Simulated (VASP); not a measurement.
Input of a VASP 6.6.1 run:

INCAR

```
SYSTEM = EuS
  PREC = Accurate
  ENCUT = 600
  EDIFF = 1E-6
  ISMEAR = -1
  SIGMA = 0.05
  LREAL = .FALSE.
  LASPH = .TRUE.
  NELM = 200
  ALGO = Normal
  ISIF = 2
  LWAVE = .FALSE.
  LCHARG = .FALSE.
  ISPIN = 2
  MAGMOM = 7 0
  LORBIT = 11
  LMAXMIX = 6
  GGA = PE
  NBANDS = 22
  GGA_COMPAT = .FALSE.
```

Contents of KPOINTS:

```
Automatic mesh
0
G
  10 10 10
  0 0 0
```

The input POSCAR:

```
EuS
1.0
    0.0000000000      2.9785000000      2.9785000000
    2.9785000000      0.0000000000      2.9785000000
    2.9785000000      2.9785000000      0.0000000000
Eu S
1 1
Direct
    0.0000000000      0.0000000000      0.0000000000
    0.5000000000      0.5000000000      0.5000000000
```

Potentials or basis: VASP PAW PBE potentials, release 64 (Eu, S).

Launch:

```console
$ cat potpaw_PBE.64/Eu/POTCAR potpaw_PBE.64/S/POTCAR > POTCAR
$ mpirun -np 1 vasp_std > vasp.out
```

Task: Estimate the pressure.

Result: -2.8 GPa.

Task: Estimate the site moments.

Result: Eu +6.59; S -0.07 μB.

Task: What does it give for the band gap on the k mesh?

Result: Zero (filled and empty bands overlap).

Caveat: spin-orbit coupling is left out, which moves the levels of the heavy elements; a cell with one magnetic atom can't hold antiferromagnetic order, which such compounds often take; semilocal functionals describe open f shells poorly, which spoils levels, moments and volumes. With open d or f shells a metallic result of PBE can be an artefact of self-interaction; +U or a hybrid may open a gap.
